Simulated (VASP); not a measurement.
# Cd (Im-3m) in VASP: further runs, part 2 of 3

VASP 6.6.1.

## Step 3: Relaxation of cell and atoms, PBE

This run uses another cell than the first one, of 23.11 Å³/atom, 0.990 times its volume.

File INCAR:

```
SYSTEM = Cd
PREC = Accurate
ENCUT = 600
EDIFF = 1E-6
ISMEAR = -1
SIGMA = 0.05
LREAL = .FALSE.
LASPH = .TRUE.
NELM = 100
ALGO = Normal
ISIF = 3
LWAVE = .FALSE.
LCHARG = .FALSE.
GGA = PE
IBRION = 2
NSW = 60
EDIFFG = -0.005
```

File KPOINTS:

```
Automatic mesh
0
G
  16 16 16
  0 0 0
```

File POSCAR:

```
Cd
1.0
   -1.7942719145      1.7942719145      1.7942719145
    1.7942719145     -1.7942719145      1.7942719145
    1.7942719145      1.7942719145     -1.7942719145
Cd
1
Direct
    0.0000000000      0.0000000000      0.0000000000
```

Potentials or basis: VASP PAW PBE potentials, release 64 (Cd).

The run is started by

```bash
> cat potpaw_PBE.64/Cd/POTCAR > POTCAR
> mpirun -np 1 vasp_std > vasp.out
```

OUTCAR:

```text
SYSTEM = Cd
   PREC = Accurate
   ENCUT = 600
   EDIFF = 1E-6
   ISMEAR = -1
   LREAL = .FALSE.
   LASPH = .TRUE.
   NELM = 100
   ISIF = 3
   GGA = PE
   IBRION = 2
   NSW = 60
   EDIFFG = -0.005

 ion  position               nearest neighbor table
   1  0.000  0.000  0.000-

  LATTYP: Found a body centered cubic cell.
 ALAT       =     3.5885438290

  Lattice vectors:

 A1 = (  -1.7942719145,   1.7942719145,   1.7942719145)
 A2 = (   1.7942719145,  -1.7942719145,   1.7942719145)
 A3 = (   1.7942719145,   1.7942719145,  -1.7942719145)

Analysis of symmetry for initial positions (statically):
=====================================================================
 Subroutine PRICEL returns:
 Original cell was already a primitive cell.

 Routine SETGRP: Setting up the symmetry group for a
 body centered cubic supercell.

 Subroutine GETGRP returns: Found 48 space group operations
 (whereof 48 operations were pure point group operations)
 out of a pool of 48 trial point group operations.

The static configuration has the point symmetry O_h .

Analysis of symmetry for dynamics (positions and initial velocities):
=====================================================================
 Subroutine PRICEL returns:
 Original cell was already a primitive cell.

 Routine SETGRP: Setting up the symmetry group for a
 body centered cubic supercell.

 Subroutine GETGRP returns: Found 48 space group operations
 (whereof 48 operations were pure point group operations)
 out of a pool of 48 trial point group operations.

The dynamic configuration has the point symmetry O_h .

 Subroutine INISYM returns: Found 48 space group operations
 (whereof 48 operations are pure point group operations),
 and found     1 'primitive' translations

[... 126 lines left out ...]
  volume of cell :       23.11
 maximum number of plane-waves:       784
 NGX is ok and might be reduce to    28
   NGX = 13   NGY = 13   NGZ = 13

--------------------------------------- Ionic step        1  -------------------------------------------

 number of electron      11.9999998 magnetization

 Free energy of the ion-electron system (eV)
  ---------------------------------------------------
  ext. energy  EPLUGINS =         0.00000000
  ---------------------------------------------------
  free energy    TOTEN  =        -0.69472429 eV

  energy without entropy =       -0.69271013  energy(sigma->0) =       -0.69371721

------------------------ aborting loop because EDIFF is reached ----------------------------------------

  FORCE on cell =-STRESS in cart. coord.  units (eV):
  Direction    XX          YY          ZZ          XY          YZ          ZX
  --------------------------------------------------------------------------------------
  -------------------------------------------------------------------------------------
  Total        0.0743450      0.0743450      0.0743450      0.0000000      0.0000000      0.0000000
  in kB        5.1551047      5.1551047      5.1551047      0.0000000      0.0000000      0.0000000
  external PRESSURE =       5.1551047 kB  Pullay stress =       0.0000000 kB
[... 92 lines left out ...]
--------------------------------------- Ionic step        4  -------------------------------------------

 number of electron      12.0000000 magnetization

 Free energy of the ion-electron system (eV)
  ---------------------------------------------------
  ext. energy  EPLUGINS =         0.00000000
  ---------------------------------------------------
  free energy    TOTEN  =        -0.69520021 eV

  energy without entropy =       -0.69313631  energy(sigma->0) =       -0.69416826

 E-fermi :   2.4095     XC(G=0): -10.6218

 val. band max:        2.3401664116   @ k =   0.3750   0.1250   0.0625
 cond. band min:       2.4919137885   @ k =   0.5000   0.5000   0.2500
 fundamental gap:      0.1517473769
 Fermi energy:         2.4094731842

 k-point     1 :       0.0000    0.0000    0.0000
  band No.  band energies     occupation
      1      -6.6807      2.00000
      2      -6.6807      2.00000
      3      -6.6807      2.00000
      4      -6.1165      2.00000
      5      -6.1165      2.00000
      6      -5.9265      2.00000
      7      17.6168      0.00000
      8      17.6168      0.00000
      9      17.6168      0.00000
     10      17.8497      0.00000
[... 287 lines left out ...]
 k-point    24 :       0.2500    0.1875    0.0000
  band No.  band energies     occupation
      1      -6.8966      2.00000
      2      -6.7274      2.00000
      3      -6.2384      2.00000
      4      -6.2042      2.00000
      5      -6.0142      2.00000
      6      -1.8721      2.00000
      7       6.2410      0.00000
      8       7.9917      0.00000
      9      12.1594      0.00000
     10      17.3228      0.00000

 [... further k-points ...]

------------------------ aborting loop because EDIFF is reached ----------------------------------------

  FORCE on cell =-STRESS in cart. coord.  units (eV):
  Direction    XX          YY          ZZ          XY          YZ          ZX
  --------------------------------------------------------------------------------------
  -------------------------------------------------------------------------------------
  Total       -0.0032774     -0.0032774     -0.0032774      0.0000000     -0.0000000      0.0000000
  in kB       -0.2243053     -0.2243053     -0.2243053      0.0000000     -0.0000000      0.0000000
  external PRESSURE =      -0.2243053 kB  Pullay stress =       0.0000000 kB
[... 16 lines left out ...]
  FREE ENERGIE OF THE ION-ELECTRON SYSTEM (eV)
  ---------------------------------------------------
  free  energy   TOTEN  =        -0.6952002062 eV

  energy  without entropy=       -0.6931363144  energy(sigma->0) =       -0.69416826

 reached required accuracy - stopping structural energy minimisation
```

OSZICAR:

```text
N       E                     dE             d eps       ncg     rms          rms(c)
DAV:   1     0.732726397572E+02    0.73273E+02   -0.77281E+03  3060   0.133E+03
DAV:   2     0.486030784707E+00   -0.72787E+02   -0.69763E+02  2946   0.272E+02
[... 23 lines left out ...]
   3 F= -.69519583E+00 E0= -.69416119E+00  d E =-.471537E-03
       N       E                     dE             d eps       ncg     rms          rms(c)
DAV:   1    -0.695381645407E+00   -0.18567E-03   -0.36617E-03  3108   0.892E-01    0.992E-02
DAV:   2    -0.695209978320E+00    0.17167E-03   -0.51746E-04  3092   0.334E-01    0.291E-02
DAV:   3    -0.695199911869E+00    0.10066E-04   -0.27487E-05  3108   0.679E-02    0.240E-02
DAV:   4    -0.695200206155E+00   -0.29429E-06   -0.18246E-06  2988   0.141E-02
   4 F= -.69520021E+00 E0= -.69416826E+00  d E =-.475913E-03
```

CONTCAR:

```text
Cd
   1.00000000000000
    -1.8021052867278129    1.8021052867278129    1.8021052867278129
     1.8021052867278129   -1.8021052867278129    1.8021052867278129
     1.8021052867278129    1.8021052867278129   -1.8021052867278129
  Cd
     1
Direct
     0.0000000000000000    0.0000000000000000    0.0000000000000000

  0.00000000E+00  0.00000000E+00  0.00000000E+00
```

Run time: 79 s. Hardware: 1 thread of Intel Xeon Platinum 8259CL at 2.50GHz (Skylake/Cascade Lake), shared host; peak memory 0.19 GiB.

What came out:

```yaml
Free_energy: -0.6952 eV
Relaxed_volume: 23.41 Å³/atom
Relaxed_cell: a = 3.121 Å, b = 3.121 Å, c = 3.121 Å, α = 109.47°, β = 109.47°, γ = 109.47°
Space_group_after_relaxing_to_0.05_Å: Im-3m (No. 229)
Energy_gained_by_relaxing: 0.5 meV/atom
Ionic_steps: 4
Pressure_after_relaxing: 0.0 GPa
Band_gap_on_the_k_mesh: zero (band 6 reaches 5.79 eV, above the bottom of band 7 at 1.39 eV)
```

Step by step:
```
step  energy change (eV)  largest force (eV/Å)  pressure (GPa)  volume (Å³)
   1              0.0000                0.0000            0.52        23.11
   2             -0.0005                0.0000            0.10        23.36
   3             -0.0005                0.0000           -0.05        23.44
   4             -0.0005                0.0000           -0.02        23.41
```

Final structure:
```
CELL_PARAMETERS angstrom
-1.80211 1.80211 1.80211
1.80211 -1.80211 1.80211
1.80211 1.80211 -1.80211
ATOMIC_POSITIONS crystal
Cd 0.00000 0.00000 0.00000
```

Levels at points of the mesh, in eV from the Fermi level:
```tsv
k point	band 2	band 3	band 4	band 5	band 6	band 7	band 8	band 9	band 10
(0.00, 0.00, 0.00)	-9.09	-9.09	-8.53	-8.53	-8.34	15.21	15.21	15.21	15.44
(0.50, 0.00, 0.00)	-9.37	-8.56	-8.51	-8.15	-1.87	-1.02	8.98	9.78	13.17
(0.50, 0.50, 0.50)	-9.51	-8.24	-8.24	-8.24	3.38	3.38	3.38	5.20	7.77
```

(Continued in part 3 of 3.)
